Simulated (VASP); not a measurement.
## W2C: single point with PBEsol

Crystal: W2C.

```xyz
3
Lattice="3.0700 0.0000 0.0000 -1.5350 2.6587 0.0000 0.0000 0.0000 4.6784" Properties=species:S:1:pos:R:3 pbc="T T T"
W     0.0000    1.7725    3.4917
W     1.5350    0.8862    1.1868
C     0.0000    0.0000    0.0000
```

| Property | Result |
| --- | --- |
| Program | VASP 6.6.1 |
| Task | single point |
| Functional | PBEsol |
| Potentials or basis | VASP PAW PBE potentials, release 64 (W_sv, C) |
| Cutoff | 600 eV |
| k mesh | 2 × 6 × 1, shifted |
| Occupations | gaussian, width 0.1 eV |
| Spin | no spin polarisation |
| Dipole correction | no |
| Further INCAR settings | ALGO = Normal; EDIFF = 1e-06; NBANDS = 23; ISYM = 0 |

```yaml
Pressure: -11.5 GPa
Largest_force: 0.297 eV/Å
Band_gap_on_the_k_mesh: 0.83 eV, indirect (least direct gap 1.00 eV)
```

Forces in eV/Å, atoms in the order of the input:
```
W   -0.045 -0.234  0.177
W    0.045  0.234 -0.178
C    0.000  0.000  0.000
```

Stress tensor (GPa, compression positive):
```
-15.29  -0.25   0.66
 -0.25 -18.74 -10.65
  0.66 -10.65  -0.50
```

Levels at points of the mesh, in eV from the valence-band top:
```tsv
k point	band 12	band 13	band 14	band 15	band 16	band 17	band 18	band 19	band 20	band 21
(0.25, 0.08, 0.50)	-4.82	-2.87	-2.62	-1.79	-0.13	1.29	1.86	2.46	3.02	5.26
```

Run time: 11 s on 1 thread of Intel Xeon 6975P-C (shared host), peak memory 0.18 GiB.

Caveat: the k points lie up to 1.34 Å⁻¹ apart; the PAW data sets were made with another functional, which shifts forces and pressure a little; spin-orbit coupling is left out, which moves the levels of the heavy elements. PBEsol gaps usually lie below the measured ones, often by a third to a half.
